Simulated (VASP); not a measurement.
# K (P6_3/mmc) in VASP: single point with LDA

Aim: the single point of K with LDA.

All numbers are computed with VASP 6.6.1; they aren't measurements. Logs are shortened: lines on timing, memory, paths and dates and some standing lists are left out, and cuts for length are marked.

### 1 The cell of the first run

The structure is hexagonal, space group P6_3/mmc (No. 194). The conventional cell has a = 4.496 Å, b = 4.496 Å, c = 7.284 Å, α = 90.00°, β = 90.00°, γ = 120.00°. Within 5.9 Å of K (site symmetry -6m2) lie 12 K at 4.47 to 4.50 Å.

### 2 Single point, LDA

File INCAR:

```
SYSTEM = K
  ALGO = Normal
  EDIFF = 1E-7
  ENCUT = 520
  GGA = CA
  ISIF = 2
  ISMEAR = -1
  LASPH = .TRUE.
  LCHARG = .FALSE.
  LREAL = .FALSE.
  LWAVE = .FALSE.
  NBANDS = 16
  NELM = 100
  PREC = Accurate
  SIGMA = 0.05
```

File KPOINTS:

```
k-points
0
G
  10 10 6
  0 0 0
```

File POSCAR:

```
K
1.0
    4.4960212208      0.0000000000      0.0000000000
   -2.2480106104      3.8936685932      0.0000000000
    0.0000000000      0.0000000000      7.2835543778
K
2
Direct
    0.3333333333      0.6666666667      0.2500000000
    0.6666666667      0.3333333333      0.7500000000
```

Potentials or basis: VASP PAW LDA potentials, release 64 (K_sv).

The run is started by

```
> cat potpaw_LDA.64/K_sv/POTCAR > POTCAR
> mpirun -np 1 vasp_std > vasp.out
```

OUTCAR:

```text
SYSTEM = K
   EDIFF = 1E-7
   ENCUT = 520
   GGA = CA
   ISIF = 2
   ISMEAR = -1
   LASPH = .TRUE.
   LREAL = .FALSE.
   NELM = 100
   PREC = Accurate

 ion  position               nearest neighbor table
   1  0.333  0.667  0.250-
   2  0.667  0.333  0.750-

  LATTYP: Found a hexagonal cell.
 ALAT       =     4.4960212208
 C/A-ratio  =     1.6200000000

  Lattice vectors:

 A1 = (   4.4960212208,   0.0000000000,   0.0000000000)
 A2 = (  -2.2480106104,   3.8936685932,   0.0000000000)
 A3 = (   0.0000000000,   0.0000000000,   7.2835543778)

Analysis of symmetry for initial positions (statically):
=====================================================================
 Subroutine PRICEL returns:
 Original cell was already a primitive cell.

 Routine SETGRP: Setting up the symmetry group for a
 hexagonal supercell.

 Subroutine GETGRP returns: Found 24 space group operations
 (whereof 12 operations were pure point group operations)
 out of a pool of 24 trial point group operations.

The static configuration has the point symmetry D_3d.
 The point group associated with its full space group is D_6h.

Analysis of symmetry for dynamics (positions and initial velocities):
=====================================================================
 Subroutine PRICEL returns:
 Original cell was already a primitive cell.

 Routine SETGRP: Setting up the symmetry group for a
 hexagonal supercell.

 Subroutine GETGRP returns: Found 24 space group operations
 (whereof 12 operations were pure point group operations)
 out of a pool of 24 trial point group operations.

The dynamic configuration has the point symmetry D_3d.
 The point group associated with its full space group is D_6h.

 Subroutine INISYM returns: Found 24 space group operations
 (whereof 12 operations are pure point group operations),
 and found     1 'primitive' translations

----------------------------------------------------------------------------------------

                                     Primitive cell

  volume of cell :     127.5060

  direct lattice vectors                    reciprocal lattice vectors
     4.496021221  0.000000000  0.000000000     0.222418879  0.128413600  0.000000000
    -2.248010610  3.893668593  0.000000000     0.000000000  0.256827199  0.000000000
     0.000000000  0.000000000  7.283554378     0.000000000  0.000000000  0.137295604

  length of vectors
     4.496021221  4.496021221  7.283554378     0.256827199  0.256827199  0.137295604

  position of ions in fractional coordinates (direct lattice)
     0.333333333  0.666666667  0.250000000
     0.666666667  0.333333333  0.750000000

  ion indices of the primitive-cell ions
   primitive index   ion index
                 1           1
                 2           2

----------------------------------------------------------------------------------------

 KPOINTS: k-points

Automatic generation of k-mesh.
 Grid dimensions read from file:
 generate k-points for:   10   10    6

 Generating k-lattice:

  Cartesian coordinates                     Fractional coordinates (reciprocal lattice)
     0.022241888  0.012841360  0.000000000     0.100000000 -0.000000000  0.000000000
     0.000000000  0.025682720  0.000000000     0.000000000  0.100000000  0.000000000
     0.000000000  0.000000000  0.022882601     0.000000000  0.000000000  0.166666667

  Length of vectors
     0.025682720  0.025682720  0.022882601

  Shift w.r.t. Gamma in fractional coordinates (k-lattice)
     0.000000000  0.000000000  0.000000000

 Subroutine IBZKPT returns following result:
 ===========================================

 Found     56 irreducible k-points:

 Following reciprocal coordinates:
            Coordinates               Weight
  0.000000  0.000000  0.000000      1.000000
  0.100000  0.000000  0.000000      6.000000
  0.200000  0.000000  0.000000      6.000000
  0.300000  0.000000  0.000000      6.000000
  0.400000 -0.000000  0.000000      6.000000
  0.500000 -0.000000  0.000000      3.000000
[... 16 lines left out ...]
  0.300000  0.100000  0.166667     24.000000
  0.400000  0.100000  0.166667     24.000000
 [... further k-points ...]
   k-points           NKPTS =     56   k-points in BZ     NKDIM =     56   number of bands    NBANDS=     16
   number of dos      NEDOS =    301   number of ions     NIONS =      2
   total plane-waves  NPLWV =  69984
   dimension x,y,z NGX =    36 NGY =   36 NGZ =   54
   dimension x,y,z NGXF=    72 NGYF=   72 NGZF=  108
   ions per type =               2
   NGX,Y,Z   is equivalent  to a cutoff of  13.31, 13.31, 12.33 a.u.
   NGXF,Y,Z  is equivalent  to a cutoff of  26.62, 26.62, 24.65 a.u.
 SYSTEM =  K
   PREC   = accura    normal or accurate (medium, high low for compatibility)
   ISTART =      0    job   : 0-new  1-cont  2-samecut
   ICHARG =      2    charge: 1-file 2-atom 10-const
   ISPIN  =      1    spin polarized calculation?
   LNONCOLLINEAR =      F non collinear calculations
   LSORBIT =      F    spin-orbit coupling
   LASPH  =      T    aspherical Exc in radial PAW
   ENCUT  =  520.0 eV  38.22 Ry    6.18 a.u.   8.36  8.36 13.54*2*pi/ulx,y,z
   NELM   =    100;   NELMIN=  2; NELMDL= -5     # of ELM steps
   EDIFF  = 0.1E-06   stopping-criterion for ELM
   LREAL  =      F    real-space projection
   EDIFFG = 0.1E-05   stopping-criterion for IOM
   NSW    =      0    number of steps for IOM
   IBRION =     -1    ionic relax: 0-MD 1-quasi-New 2-CG
   NFREE  =      0    steps in history (QN), initial steepest desc. (CG)
   ISIF   =      2    stress and relaxation
   ISYM   =      2    0-nonsym 1-usesym 2-fastsym
   POTIM  = 0.5000    time-step for ionic-motion
   TEBEG  =    0.0;   TEEND  =   0.0 temperature during run
   PSTRESS=    0.0 pullay stress
   NELECT =      18.0000    total number of electrons
   NUPDOWN=      -1.0000    fix difference up-down
   EMIN   =  10.00;   EMAX   =-10.00  energy-range for DOS
   EFERMI =   0.00;   METHOD = LEGACY
   ISMEAR =    -1;   SIGMA  =   0.05  broadening in eV -4-tet -1-fermi 0-gaus
   EFERMI_NEDOS =   21; number of points for ismear=-14 and -15
   IALGO  =     38    algorithm
   IMIX   =      4    mixing-type and parameters
     AMIX     =   0.40;   BMIX     =  1.00
     AMIX_MAG =   1.60;   BMIX_MAG =  1.00
  volume/ion in A,a.u.               =      63.75       430.23
  Fermi-wavevector in a.u.,A,eV,Ry     =   0.852424  1.610847  9.886345  0.726626
  Thomas-Fermi vector in A             =   1.968709
   LORBIT       =      0    0 simple, 1 ext, 2 COOP (PROOUT), +10 PAW based schemes
   GGA     = CA    functional components
   LHFCALC =     F    Hartree Fock is set to
   AEXX    =    0.0000 exact exchange contribution
   IVDW    =     0    specifies the selected vdW correction
   LEPSILON=     F    determine dielectric tensor
   LRPA    =     F    only Hartree local field effects (RPA)
 non-spin polarized calculation
  energy-cutoff  :      520.00
  volume of cell :      127.51
 maximum number of plane-waves:      3460
 NGX is ok and might be reduce to    36
   NGX = 17   NGY = 17   NGZ = 27

 number of electron      18.0000003 magnetization

 Free energy of the ion-electron system (eV)
  ---------------------------------------------------
  ext. energy  EPLUGINS =         0.00000000
  ---------------------------------------------------
  free energy    TOTEN  =        -2.33837113 eV

  energy without entropy =       -2.32704494  energy(sigma->0) =       -2.33270804

 E-fermi :   0.0011     XC(G=0):  -6.2489

 val. band max:       -0.0438077064   @ k =   0.3000   0.2000   0.3333
 cond. band min:       0.0136224809   @ k =   0.1000   0.1000   0.1667
 fundamental gap:      0.0574301873
 Fermi energy:         0.0010802456

 k-point     1 :       0.0000    0.0000    0.0000
  band No.  band energies     occupation
      1     -31.7168      2.00000
      2     -31.7086      2.00000
      3     -15.5008      2.00000
      4     -15.4007      2.00000
      5     -15.4007      2.00000
      6     -15.3845      2.00000
[... 8 lines left out ...]
     15       4.5303      0.00000
     16       4.5303      0.00000

 k-point     2 :       0.1000    0.0000    0.0000
  band No.  band energies     occupation
      1     -31.7162      2.00000
      2     -31.7083      2.00000
      3     -15.4970      2.00000
      4     -15.4088      2.00000
      5     -15.4033      2.00000
      6     -15.3929      2.00000
[... 8 lines left out ...]
     15       4.4629      0.00000
     16       4.6454      0.00000

 k-point     3 :       0.2000    0.0000    0.0000
  band No.  band energies     occupation
      1     -31.7144      2.00000
      2     -31.7076      2.00000
      3     -15.4867      2.00000
      4     -15.4301      2.00000
      5     -15.4145      2.00000
      6     -15.4099      2.00000
[... 8 lines left out ...]
     15       4.4012      0.00000
     16       4.5344      0.00000

 k-point     4 :       0.3000    0.0000    0.0000
  band No.  band energies     occupation
      1     -31.7121      2.00000
      2     -31.7068      2.00000
      3     -15.4719      2.00000
      4     -15.4568      2.00000
      5     -15.4403      2.00000
      6     -15.4178      2.00000
[... 8 lines left out ...]
     15       4.2523      0.00000
     16       4.7511      0.00000
[... 324 lines left out ...]
 k-point    22 :       0.2000    0.1000    0.1667
  band No.  band energies     occupation
      1     -31.7125      2.00000
      2     -31.7074      2.00000
      3     -15.4761      2.00000
      4     -15.4407      2.00000
      5     -15.4353      2.00000
      6     -15.4140      2.00000
[... 8 lines left out ...]
     15       4.1023      0.00000
     16       4.6887      0.00000

 k-point    23 :       0.3000    0.1000    0.1667
  band No.  band energies     occupation
      1     -31.7103      2.00000
      2     -31.7067      2.00000
      3     -15.4765      2.00000
      4     -15.4597      2.00000
      5     -15.4459      2.00000
      6     -15.4230      2.00000
[... 8 lines left out ...]
     15       3.8836      0.00000
     16       4.7974      0.00000

 k-point    24 :       0.4000    0.1000    0.1667
  band No.  band energies     occupation
      1     -31.7088      2.00000
      2     -31.7065      2.00000
      3     -15.4869      2.00000
      4     -15.4700      2.00000
      5     -15.4421      2.00000
      6     -15.4271      2.00000
[... 8 lines left out ...]
     15       3.7894      0.00000
     16       4.8114      0.00000

 [... further k-points ...]

------------------------ aborting loop because EDIFF is reached ----------------------------------------

  FORCE on cell =-STRESS in cart. coord.  units (eV):
  Direction    XX          YY          ZZ          XY          YZ          ZX
  --------------------------------------------------------------------------------------
  -------------------------------------------------------------------------------------
  Total        0.0273667      0.0273667      0.0175475      0.0000000      0.0000000      0.0000000
  in kB        0.3438763      0.3438763      0.2204937      0.0000000      0.0000000      0.0000000
  external PRESSURE =       0.3027487 kB  Pullay stress =       0.0000000 kB

 VOLUME and BASIS-vectors are now :
 -----------------------------------------------------------------------------
  energy-cutoff  :      520.00
  volume of cell :      127.51
      direct lattice vectors                 reciprocal lattice vectors
     4.496021221  0.000000000  0.000000000     0.222418879  0.128413600  0.000000000
    -2.248010610  3.893668593  0.000000000     0.000000000  0.256827199  0.000000000
     0.000000000  0.000000000  7.283554378     0.000000000  0.000000000  0.137295604

 POSITION                                       TOTAL-FORCE (eV/Angst)
 -----------------------------------------------------------------------------------
     -0.00000      2.59578      1.82089         0.000000     -0.000000     -0.000000
      2.24801      1.29789      5.46267         0.000000      0.000000      0.000000
 -----------------------------------------------------------------------------------
    total drift:                               -0.000000      0.000000     -0.000000

  FREE ENERGIE OF THE ION-ELECTRON SYSTEM (eV)
  ---------------------------------------------------
  free  energy   TOTEN  =        -2.3383711318 eV

  energy  without entropy=       -2.3270449433  energy(sigma->0) =       -2.33270804
```

Run time: 86 s. Hardware: 1 thread of AMD EPYC 9R45 (Zen 5), shared host; peak memory 0.21 GiB.

What came out:

```yaml
Free_energy: -2.3384 eV
Pressure: 0.0 GPa
Band_gap_on_the_k_mesh: zero (band 9 reaches 0.95 eV, above the bottom of band 10 at -1.55 eV)
```

Levels at points of the mesh, in eV from the Fermi level:
| k point | band 5 | band 6 | band 7 | band 8 | band 9 | band 10 | band 11 | band 12 | band 13 | band 14 |
| --- | --- | --- | --- | --- | --- | --- | --- | --- | --- | --- |
| (0.00, 0.00, 0.00) | -15.40 | -15.39 | -15.39 | -15.38 | -2.36 | 0.30 | 0.71 | 4.10 | 4.10 | 4.22 |
| (0.50, 0.00, 0.00) | -15.45 | -15.43 | -15.41 | -15.40 | 0.10 | 0.31 | 1.63 | 1.93 | 2.47 | 2.98 |
| (0.00, 0.00, 0.50) | -15.39 | -15.39 | -15.39 | -15.39 | -1.55 | -1.55 | 2.85 | 2.85 | 4.13 | 4.13 |
| (0.50, 0.00, 0.50) | -15.41 | -15.41 | -15.41 | -15.41 | 0.59 | 0.59 | 1.00 | 1.00 | 3.08 | 3.08 |
